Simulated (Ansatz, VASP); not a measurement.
Sn in VASP and in Ansatz

The input INCAR:

```
SYSTEM = Sn
PREC = Accurate
ENCUT = 520
EDIFF = 1E-6
ISMEAR = -1
SIGMA = 0.1
LREAL = .False.
LASPH = .True.
NELM = 60
ALGO = Normal
ISIF = 2
LWAVE = .False.
LCHARG = .True.
GGA = PE
LELF = .True.
LVHAR = .True.
NBANDS = 21
```

Contents of KPOINTS:

```
regular mesh
0
Gamma
  9 9 9
  0 0 0
```

Contents of POSCAR:

```
Sn
1.0
   -0.0404167850      3.2333428000      3.2333428000
    3.2333428000     -0.0404167850      3.2333428000
    3.1929260150      3.1929260150      0.0000000000
Sn
2
Direct
    0.0000000000      0.0000000000      0.0000000000
    0.2500000000      0.2500000000      0.2500000000
```

Input for Ansatz:

```yaml
crystal:
  lattice:
    - [-0.040416785000000004, 3.2333428, 3.2333428]
    - [3.2333428, -0.040416785000000004, 3.2333428]
    - [3.192926015, 3.192926015, 0.0]
  atoms:
    - { symbol: Sn, position: [0.0, 0.0, 0.0] }
    - { symbol: Sn, position: [0.25, 0.25, 0.25] }
basis:
  ecutwfc: 489.804952427784
kpoints:
  mp_grid:
    grid: [9, 9, 9]
hamiltonian:
  xc: pbe
  pseudopotentials:
    kind: paw
scf:
  occupations:
    method: fermi_dirac
    width: 0.1
output:
  stress: true
```

Alike in both runs: task single point; functional PBE; k mesh 9 × 9 × 9; occupations fermi-dirac, width 0.1 eV; no spin polarisation.

|  | VASP | Ansatz |
| --- | --- | --- |
| version | VASP 6.6.1 | Ansatz 0.2.0 |
| potentials or method | VASP PAW PBE potentials, release 64 (Sn_d), cutoff 520 eV | plane waves, PAW |
| valence electrons in the cell | 28 | 28 |

|  | VASP | Ansatz | Ansatz less VASP |
| --- | --- | --- | --- |
| pressure (GPa) | 3.8 | 3.9 | +0.04 |
| traceless stress, the component that is largest in VASP (GPa) | 1.38 | 1.38 | +0.001 |

With one functional, cell and mesh, what is left measures potentials, basis and numerics.
